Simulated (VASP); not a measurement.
# Ni (Fd-3m) in VASP: further runs

Ni is run at these levels: PBEsol; tasks: single point.

All numbers are computed with VASP 6.6.1; they aren't measurements. Logs are shortened: lines on timing, memory, paths and dates and some standing lists are left out, and cuts for length are marked.

## Step 1: The cell of the first run

Symmetry: Fd-3m, No. 227, cubic system. Conventional cell: a = 4.720 Å, b = 4.720 Å, c = 4.720 Å, α = 90.00°, β = 90.00°, γ = 90.00°. Ni (site symmetry -43m) has 4 Ni at 2.04 Å within 2.7 Å.

This isn't the form of Ni at room conditions, which is fcc.

## Step 2: Single point, PBEsol, collinear spin, ferromagnetic start

INCAR

```
PREC = Accurate
ENCUT = 520
EDIFF = 1E-6
ISMEAR = -1
SIGMA = 0.05
LREAL = False
LASPH = True
NELM = 150
ALGO = Normal
ISIF = 2
LWAVE = False
LCHARG = False
ISPIN = 2
MAGMOM = 1 1
LORBIT = 11
LMAXMIX = 4
GGA = PS
NBANDS = 21
```

KPOINTS

```
regular mesh
0
Gamma
  15 15 15
```

POSCAR

```
Ni
1.0
    0.0000000000      2.3602424180      2.3602424180
    2.3602424180      0.0000000000      2.3602424180
    2.3602424180      2.3602424180      0.0000000000
Ni
2
Direct
   -0.1250000000     -0.1250000000     -0.1250000000
    0.1250000000      0.1250000000      0.1250000000
```

Potentials or basis: VASP PAW PBE potentials, release 64 (Ni).

On the command line:

```sh
$ cat potpaw_PBE.64/Ni/POTCAR > POTCAR
$ mpirun -np 1 vasp_std > vasp.out
```

OUTCAR:

```text
PREC = Accurate
   ENCUT = 520
   EDIFF = 1E-6
   ISMEAR = -1
   LREAL = False
   LASPH = True
   NELM = 150
   ISIF = 2
   ISPIN = 2
   LORBIT = 11
   GGA = PS

 ion  position               nearest neighbor table
   1  0.875  0.875  0.875-   2 2.04   2 2.04   2 2.04   2 2.04
   2  0.125  0.125  0.125-   1 2.04   1 2.04   1 2.04   1 2.04

  LATTYP: Found a face centered cubic cell.
 ALAT       =     4.7204848360

  Lattice vectors:

 A1 = (   0.0000000000,   2.3602424180,   2.3602424180)
 A2 = (   2.3602424180,   0.0000000000,   2.3602424180)
 A3 = (   2.3602424180,   2.3602424180,   0.0000000000)

Analysis of symmetry for initial positions (statically):
=====================================================================
 Subroutine PRICEL returns:
 Original cell was already a primitive cell.

 Routine SETGRP: Setting up the symmetry group for a
 face centered cubic supercell.

 Subroutine GETGRP returns: Found 48 space group operations
 (whereof 12 operations were pure point group operations)
 out of a pool of 48 trial point group operations.

The static configuration has the point symmetry D_3d.
 The point group associated with its full space group is O_h .

Analysis of symmetry for dynamics (positions and initial velocities):
=====================================================================
 Subroutine PRICEL returns:
 Original cell was already a primitive cell.

 Routine SETGRP: Setting up the symmetry group for a
 face centered cubic supercell.

 Subroutine GETGRP returns: Found 48 space group operations
 (whereof 12 operations were pure point group operations)
 out of a pool of 48 trial point group operations.

The dynamic configuration has the point symmetry D_3d.
 The point group associated with its full space group is O_h .

Analysis of structural, dynamic, and magnetic symmetry:
=====================================================================
 Subroutine PRICEL returns:
 Original cell was already a primitive cell.

 Routine SETGRP: Setting up the symmetry group for a
 face centered cubic supercell.

 Subroutine GETGRP returns: Found 48 space group operations
 (whereof 12 operations were pure point group operations)
 out of a pool of 48 trial point group operations.

The overall configuration has the point symmetry D_3d.
 The point group associated with its full space group is O_h .

 Subroutine INISYM returns: Found 48 space group operations
 (whereof 12 operations are pure point group operations),
 and found     1 'primitive' translations

----------------------------------------------------------------------------------------

                                     Primitive cell

  volume of cell :      26.2966

  direct lattice vectors                    reciprocal lattice vectors
     0.000000000  2.360242418  2.360242418    -0.211842646  0.211842646  0.211842646
     2.360242418  0.000000000  2.360242418     0.211842646 -0.211842646  0.211842646
     2.360242418  2.360242418  0.000000000     0.211842646  0.211842646 -0.211842646

  length of vectors
     3.337886838  3.337886838  3.337886838     0.366922227  0.366922227  0.366922227

  position of ions in fractional coordinates (direct lattice)
     0.875000000  0.875000000  0.875000000
     0.125000000  0.125000000  0.125000000

  ion indices of the primitive-cell ions
   primitive index   ion index
                 1           1
                 2           2

----------------------------------------------------------------------------------------

 KPOINTS: regular mesh

Automatic generation of k-mesh.
 Grid dimensions read from file:
 generate k-points for:   15   15   15

 Generating k-lattice:

  Cartesian coordinates                     Fractional coordinates (reciprocal lattice)
    -0.014122843  0.014122843  0.014122843     0.066666667  0.000000000  0.000000000
     0.014122843 -0.014122843  0.014122843     0.000000000  0.066666667  0.000000000
     0.014122843  0.014122843 -0.014122843     0.000000000  0.000000000  0.066666667

  Length of vectors
     0.024461482  0.024461482  0.024461482

  Shift w.r.t. Gamma in fractional coordinates (k-lattice)
     0.000000000  0.000000000  0.000000000

 Subroutine IBZKPT returns following result:
 ===========================================

 Found    120 irreducible k-points:

 Following reciprocal coordinates:
            Coordinates               Weight
  0.000000  0.000000  0.000000      1.000000
  0.066667  0.000000  0.000000      8.000000
  0.133333  0.000000  0.000000      8.000000
  0.200000  0.000000  0.000000      8.000000
  0.266667  0.000000  0.000000      8.000000
  0.333333  0.000000  0.000000      8.000000
[... 16 lines left out ...]
  0.133333  0.133333  0.000000      6.000000
  0.200000  0.133333  0.000000     24.000000
 [... further k-points ...]
   k-points           NKPTS =    120   k-points in BZ     NKDIM =    120   number of bands    NBANDS=     21
   number of dos      NEDOS =    301   number of ions     NIONS =      2
   total plane-waves  NPLWV =  21952
   dimension x,y,z NGX =    28 NGY =   28 NGZ =   28
   dimension x,y,z NGXF=    56 NGYF=   56 NGZF=   56
   ions per type =               2
   NGX,Y,Z   is equivalent  to a cutoff of  13.95, 13.95, 13.95 a.u.
   NGXF,Y,Z  is equivalent  to a cutoff of  27.89, 27.89, 27.89 a.u.
 SYSTEM =  unknown system
   PREC   = accura    normal or accurate (medium, high low for compatibility)
   ISTART =      0    job   : 0-new  1-cont  2-samecut
   ICHARG =      2    charge: 1-file 2-atom 10-const
   ISPIN  =      2    spin polarized calculation?
   LNONCOLLINEAR =      F non collinear calculations
   LSORBIT =      F    spin-orbit coupling
   LASPH  =      T    aspherical Exc in radial PAW
   ENCUT  =  520.0 eV  38.22 Ry    6.18 a.u.   6.21  6.21  6.21*2*pi/ulx,y,z
   NELM   =    150;   NELMIN=  2; NELMDL= -5     # of ELM steps
   EDIFF  = 0.1E-05   stopping-criterion for ELM
   LREAL  =      F    real-space projection
[... 7 lines left out ...]
   TEBEG  =    0.0;   TEEND  =   0.0 temperature during run
   PSTRESS=    0.0 pullay stress
   NELECT =      20.0000    total number of electrons
   NUPDOWN=      -1.0000    fix difference up-down
   EMIN   =  10.00;   EMAX   =-10.00  energy-range for DOS
   EFERMI =   0.00;   METHOD = LEGACY
   ISMEAR =    -1;   SIGMA  =   0.05  broadening in eV -4-tet -1-fermi 0-gaus
   EFERMI_NEDOS =   21; number of points for ismear=-14 and -15
   IALGO  =     38    algorithm
   IMIX   =      4    mixing-type and parameters
     AMIX     =   0.40;   BMIX     =  1.00
     AMIX_MAG =   1.60;   BMIX_MAG =  1.00
  volume/ion in A,a.u.               =      13.15        88.73
  Fermi-wavevector in a.u.,A,eV,Ry     =   1.494347  2.823907 30.382816  2.233074
  Thomas-Fermi vector in A             =   2.606632
   LORBIT       =     11    0 simple, 1 ext, 2 COOP (PROOUT), +10 PAW based schemes
   GGA     = PS    functional components
   LHFCALC =     F    Hartree Fock is set to
   AEXX    =    0.0000 exact exchange contribution
   IVDW    =     0    specifies the selected vdW correction
   LEPSILON=     F    determine dielectric tensor
   LRPA    =     F    only Hartree local field effects (RPA)
 spin polarized calculation
  energy-cutoff  :      520.00
  volume of cell :       26.30
 maximum number of plane-waves:       725
 NGX is ok and might be reduce to    28
   NGX = 13   NGY = 13   NGZ = 13

 number of electron      20.0000011 magnetization       1.5624639

 Free energy of the ion-electron system (eV)
  ---------------------------------------------------
  ext. energy  EPLUGINS =         0.00000000
  ---------------------------------------------------
  free energy    TOTEN  =        -9.23099793 eV

  energy without entropy =       -9.20957347  energy(sigma->0) =       -9.22028570

 E-fermi :   7.0316     XC(G=0): -12.0717

 val. band max:        7.0308493811   @ k =  -0.4667   0.0667   0.0000
 cond. band min:       7.0338248568   @ k =   0.4667   0.0000   0.0000
 fundamental gap:      0.0029754757
 Fermi energy:         7.0315931259

 spin component 1

 k-point     1 :       0.0000    0.0000    0.0000
  band No.  band energies     occupation
      1      -0.8575      1.00000
      2       2.9466      1.00000
      3       2.9466      1.00000
      4       3.1036      1.00000
      5       3.1036      1.00000
      6       3.1036      1.00000
[... 13 lines left out ...]
     20      25.9697      0.00000
     21      25.9697      0.00000
[... 529 lines left out ...]
 k-point    24 :       0.2000    0.1333    0.0000
  band No.  band energies     occupation
      1      -0.0172      1.00000
      2       2.5040      1.00000
      3       3.0679      1.00000
      4       3.1442      1.00000
      5       3.2497      1.00000
      6       3.6293      1.00000
[... 13 lines left out ...]
     20      26.4834      0.00000
     21      27.8021      0.00000

 [... further k-points ...]

 spin component 2

 k-point     1 :       0.0000    0.0000    0.0000
  band No.  band energies     occupation
      1      -0.8226      1.00000
      2       3.6721      1.00000
      3       3.6721      1.00000
      4       3.8265      1.00000
      5       3.8265      1.00000
      6       3.8265      1.00000
[... 13 lines left out ...]
     20      26.0040      0.00000
     21      26.0040      0.00000
[... 529 lines left out ...]
 k-point    24 :       0.2000    0.1333    0.0000
  band No.  band energies     occupation
      1       0.0214      1.00000
      2       3.1936      1.00000
      3       3.8010      1.00000
      4       3.8819      1.00000
      5       3.9933      1.00000
      6       4.3694      1.00000
[... 13 lines left out ...]
     20      26.5972      0.00000
     21      27.8960      0.00000

 [... further k-points ...]

------------------------ aborting loop because EDIFF is reached ----------------------------------------

  FORCE on cell =-STRESS in cart. coord.  units (eV):
  Direction    XX          YY          ZZ          XY          YZ          ZX
  --------------------------------------------------------------------------------------
  -------------------------------------------------------------------------------------
  Total        4.5674768      4.5674768      4.5674768      0.0000000      0.0000000     -0.0000000
  in kB      278.2832709    278.2832709    278.2832709      0.0000000      0.0000000     -0.0000000
  external PRESSURE =     278.2832709 kB  Pullay stress =       0.0000000 kB

 VOLUME and BASIS-vectors are now :
 -----------------------------------------------------------------------------
  energy-cutoff  :      520.00
  volume of cell :       26.30
      direct lattice vectors                 reciprocal lattice vectors
     0.000000000  2.360242418  2.360242418    -0.211842646  0.211842646  0.211842646
     2.360242418  0.000000000  2.360242418     0.211842646 -0.211842646  0.211842646
     2.360242418  2.360242418  0.000000000     0.211842646  0.211842646 -0.211842646

 POSITION                                       TOTAL-FORCE (eV/Angst)
 -----------------------------------------------------------------------------------
      4.13042      4.13042      4.13042        -0.000000     -0.000000     -0.000000
      0.59006      0.59006      0.59006         0.000000      0.000000      0.000000
 -----------------------------------------------------------------------------------
    total drift:                                0.000000      0.000000     -0.000000

  FREE ENERGIE OF THE ION-ELECTRON SYSTEM (eV)
  ---------------------------------------------------
  free  energy   TOTEN  =        -9.2309979308 eV

  energy  without entropy=       -9.2095734686  energy(sigma->0) =       -9.22028570

 total charge

# of ion       s       p       d       tot
------------------------------------------
    1        0.628   0.504   8.438   9.570
    2        0.628   0.504   8.438   9.570
--------------------------------------------------
tot          1.256   1.008  16.877  19.141

 magnetization (x)

# of ion       s       p       d       tot
------------------------------------------
    1       -0.014  -0.014   0.793   0.766
    2       -0.014  -0.014   0.793   0.766
--------------------------------------------------
tot         -0.028  -0.027   1.587   1.532
```

Wall time 3.4 min (1 thread of Intel Xeon 8259CL, shared host); peak memory 0.23 GiB.

Results:

```
Free energy                                           : -9.2310 eV
Pressure                                              : 27.8 GPa
Net moment                                            : 1.56 μB per cell
Site moments                                          : Ni +0.77 μB
Valence electrons inside the program's atomic spheres : Ni 9.57
```

Levels at points of the mesh, in eV from the Fermi level:
Spin up:
```tsv
k point	band 7	band 8	band 9	band 10	band 11	band 12	band 13	band 14	band 15	band 16
(0.00, 0.00, 0.00)	-2.04	-2.04	-2.04	-0.70	-0.70	13.83	13.83	13.83	14.11	14.11
```
Spin down:
| k point | band 5 | band 6 | band 7 | band 8 | band 9 | band 10 | band 11 | band 12 | band 13 | band 14 |
| --- | --- | --- | --- | --- | --- | --- | --- | --- | --- | --- |
| (0.00, 0.00, 0.00) | -3.21 | -3.21 | -1.25 | -1.25 | -1.25 | 0.22 | 0.22 | 14.02 | 14.02 | 14.02 |

Caveat: the cell stands under pressure; the PAW data sets were made with another functional, which shifts forces and pressure a little.

## Step 3: Single point, PBEsol, collinear spin, ferromagnetic start

INCAR

```
ALGO = Normal
EDIFF = 1E-7
ENCUT = 520
GGA = PS
ISIF = 2
ISMEAR = -1
ISPIN = 2
LASPH = T
LCHARG = T
LELF = T
LMAXMIX = 4
LORBIT = 11
LREAL = F
LVHAR = T
LWAVE = F
MAGMOM = 1 1
NBANDS = 21
NELM = 150
PREC = Accurate
SIGMA = 0.05
```

KPOINTS

```
k-points
0
Gamma
  15 15 15
```

POSCAR

```
Ni
1.0
    0.0000000000      2.3607126913      2.3607126913
    2.3607126913      0.0000000000      2.3607126913
    2.3607126913      2.3607126913      0.0000000000
Ni
2
Direct
   -0.1250000000     -0.1250000000     -0.1250000000
    0.1250000000      0.1250000000      0.1250000000
```

Potentials or basis: VASP PAW PBE potentials, release 64 (Ni).

On the command line:

```sh
$ cat potpaw_PBE.64/Ni/POTCAR > POTCAR
$ mpirun -np 1 vasp_std > vasp.out
```

OUTCAR:

```text
EDIFF = 1E-7
   ENCUT = 520
   GGA = PS
   ISIF = 2
   ISMEAR = -1
   ISPIN = 2
   LASPH = T
   LORBIT = 11
   LREAL = F
   NELM = 150
   PREC = Accurate

 ion  position               nearest neighbor table
   1  0.875  0.875  0.875-   2 2.04   2 2.04   2 2.04   2 2.04
   2  0.125  0.125  0.125-   1 2.04   1 2.04   1 2.04   1 2.04

  LATTYP: Found a face centered cubic cell.
 ALAT       =     4.7214253826

  Lattice vectors:

 A1 = (   0.0000000000,   2.3607126913,   2.3607126913)
 A2 = (   2.3607126913,   0.0000000000,   2.3607126913)
 A3 = (   2.3607126913,   2.3607126913,   0.0000000000)

Analysis of symmetry for initial positions (statically):
=====================================================================
 Subroutine PRICEL returns:
 Original cell was already a primitive cell.

 Routine SETGRP: Setting up the symmetry group for a
 face centered cubic supercell.

 Subroutine GETGRP returns: Found 48 space group operations
 (whereof 12 operations were pure point group operations)
[... 776 lines left out ...]
      5       3.8215      1.00000
      6       3.8215      1.00000
[... 565 lines left out ...]
     20      26.5823      0.00000
     21      27.8807      0.00000

 [... further k-points ...]

------------------------ aborting loop because EDIFF is reached ----------------------------------------

  FORCE on cell =-STRESS in cart. coord.  units (eV):
  Direction    XX          YY          ZZ          XY          YZ          ZX
  --------------------------------------------------------------------------------------
  -------------------------------------------------------------------------------------
  Total        4.5452349      4.5452349      4.5452349     -0.0000000     -0.0000000     -0.0000000
  in kB      276.7626735    276.7626735    276.7626735     -0.0000000     -0.0000000     -0.0000000
  external PRESSURE =     276.7626735 kB  Pullay stress =       0.0000000 kB

 VOLUME and BASIS-vectors are now :
 -----------------------------------------------------------------------------
  energy-cutoff  :      520.00
  volume of cell :       26.31
      direct lattice vectors                 reciprocal lattice vectors
     0.000000000  2.360712691  2.360712691    -0.211800446  0.211800446  0.211800446
     2.360712691  0.000000000  2.360712691     0.211800446 -0.211800446  0.211800446
     2.360712691  2.360712691  0.000000000     0.211800446  0.211800446 -0.211800446

 POSITION                                       TOTAL-FORCE (eV/Angst)
 -----------------------------------------------------------------------------------
      4.13125      4.13125      4.13125         0.000000      0.000000      0.000000
      0.59018      0.59018      0.59018        -0.000000     -0.000000     -0.000000
 -----------------------------------------------------------------------------------
    total drift:                                0.000000      0.000000     -0.000000

  FREE ENERGIE OF THE ION-ELECTRON SYSTEM (eV)
  ---------------------------------------------------
  free  energy   TOTEN  =        -9.2337218269 eV

  energy  without entropy=       -9.2122813823  energy(sigma->0) =       -9.22300160

 total charge

# of ion       s       p       d       tot
------------------------------------------
    1        0.628   0.504   8.438   9.569
    2        0.628   0.504   8.438   9.569
--------------------------------------------------
tot          1.255   1.007  16.876  19.139

 magnetization (x)

# of ion       s       p       d       tot
------------------------------------------
    1       -0.014  -0.014   0.794   0.766
    2       -0.014  -0.014   0.794   0.766
--------------------------------------------------
tot         -0.028  -0.027   1.587   1.532
```

OSZICAR:

```text
N       E                     dE             d eps       ncg     rms          rms(c)
DAV:   1     0.102958236433E+03    0.10296E+03   -0.91254E+03 10512   0.132E+03
DAV:   2    -0.443948609439E+01   -0.10740E+03   -0.98407E+02 10155   0.231E+02
DAV:   3    -0.107282102720E+02   -0.62887E+01   -0.60920E+01 11591   0.652E+01
DAV:   4    -0.108072508453E+02   -0.79041E-01   -0.78995E-01 11220   0.704E+00
DAV:   5    -0.108092886307E+02   -0.20378E-02   -0.20377E-02 11664   0.111E+00    0.142E+01
DAV:   6    -0.999628299907E+01    0.81301E+00   -0.93130E+00 11671   0.538E+01    0.935E+00
DAV:   7    -0.926894416899E+01    0.72734E+00   -0.24029E+00 11858   0.244E+01    0.346E+00
DAV:   8    -0.924045752246E+01    0.28487E-01   -0.20835E-02 12870   0.133E+00    0.175E+00
DAV:   9    -0.923416776363E+01    0.62898E-02   -0.20899E-03 15165   0.526E-01    0.418E-01
DAV:  10    -0.923371920789E+01    0.44856E-03   -0.38878E-04 14920   0.241E-01    0.945E-02
DAV:  11    -0.923372133009E+01   -0.21222E-05   -0.66181E-05 12614   0.826E-02    0.501E-02
DAV:  12    -0.923372392222E+01   -0.25921E-05   -0.62445E-06 10866   0.201E-02    0.169E-02
DAV:  13    -0.923372222488E+01    0.16973E-05   -0.14591E-06 13105   0.141E-02    0.438E-03
DAV:  14    -0.923372181128E+01    0.41360E-06   -0.12287E-07 10437   0.332E-03    0.166E-03
DAV:  15    -0.923372182688E+01   -0.15603E-07   -0.72120E-09  5770   0.827E-04
   1 F= -.92337218E+01 E0= -.92230016E+01  d E =-.214404E-01  mag=     1.5624
```

stdout:

```text
POSCAR found type information on POSCAR Ni
 POSCAR found :  1 types and       2 ions
 scaLAPACK will be used
 -----------------------------------------------------------------------------
|                                                                             |
|                                                                             |
|     You enforced a specific xc type in the INCAR file but a different       |
|     I HOPE YOU KNOW WHAT YOU ARE DOING!                                     |
|                                                                             |
 -----------------------------------------------------------------------------

 LDA part: xc-table for (Slater+PW92), standard interpolation
 POSCAR, INCAR and KPOINTS ok, starting setup
 FFT: planning ... GRIDC
 FFT: planning ... GRID_SOFT
 FFT: planning ... GRID
 WAVECAR not read
 entering main loop
```

Wall time 3.9 min (1 thread of Intel Xeon 8259CL, shared host); peak memory 0.23 GiB.

Results:

```yaml
Free_energy: -9.2337 eV
Pressure: 27.7 GPa
Net_moment: 1.56 μB per cell
Site_moments: Ni +0.77 μB
Valence_electrons_inside_the_program's_atomic_spheres: Ni 9.57
```

Caveat: the cell stands under pressure; the PAW data sets were made with another functional, which shifts forces and pressure a little.
